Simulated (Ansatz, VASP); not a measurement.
## One calculation of Au, two programs

```xyz
1
Lattice="-1.5967 1.5967 1.7196 1.5967 -1.5967 1.7196 1.5967 1.5967 -1.7196" Properties=species:S:1:pos:R:3 pbc="T T T"
Au    0.0000    0.0000    0.0000
```

Change from the starting cell: strain -0.025 along x and y, +0.050 along z, atoms carried along.

Alike in both runs: task single point; functional r2SCAN; k mesh 26 × 26 × 26; occupations gaussian, width 0.15 eV; no spin polarisation.

|  | VASP | Ansatz |
| --- | --- | --- |
| version | VASP 6.6.1 | Ansatz 0.2.0 |
| potentials or method | VASP PAW PBE potentials, release 64 (Au), cutoff 520 eV | scalar-relativistic, plane waves, PAW |
| valence electrons in the cell | 11 | 19 |

```tsv
	VASP	Ansatz	Ansatz less VASP
gap on the k mesh at the Fermi level (eV)	none	none	-
pressure (GPa)	0.8	0.5	-0.28
traceless stress, the component that is largest in VASP (GPa)	0.42	0.40	-0.019
```

VASP's potentials were made for PBE, not for r2SCAN. A gap of «none» marks a metal or a gap that the smearing closes. VASP's potentials hold 11 valence electrons a cell and Ansatz's 19, so a difference there can come from the potentials and not from the codes.

Spin-orbit coupling is off throughout.
